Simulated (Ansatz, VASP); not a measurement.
# TaBiO in VASP and in Ansatz

```
Ta Bi O
1.0
     3.07033    0.00000    0.00000
     0.00000    3.07033    0.00000
     0.00000    0.00000    5.75985
Ta Bi O
1 1 1
Direct
  0.50000 0.50000 0.50000
  0.00000 0.00000 0.00000
  0.00000 0.00000 0.50000
```

Alike in both runs: task relaxation of cell and atoms; functional PBE; k mesh 6 × 6 × 4; occupations gaussian, width 0.1 eV; no spin polarisation.

```csv
,VASP,Ansatz
version,VASP 6.6.1,Ansatz 0.2.0
potentials or method,"VASP PAW PBE potentials, release 64 (Ta_pv, Bi_d, O), cutoff 600 eV","scalar-relativistic, plane waves, PAW"
valence electrons in the cell,32,34
```

```tsv
	VASP	Ansatz	Ansatz less VASP
gap on the k mesh at the Fermi level, each at its own relaxed structure (eV)	none	none	-
relaxed volume (Å³/atom)	18.86	18.88	+0.027
relaxed length of the cell vector where the two differ most in proportion (Å)	6.153	6.173	+0.0199
```

A gap of «none» marks a metal or a gap that the smearing closes. VASP's potentials hold 32 valence electrons a cell and Ansatz's 34, so a difference there can come from the potentials and not from the codes.

Neither program's run includes spin-orbit coupling.
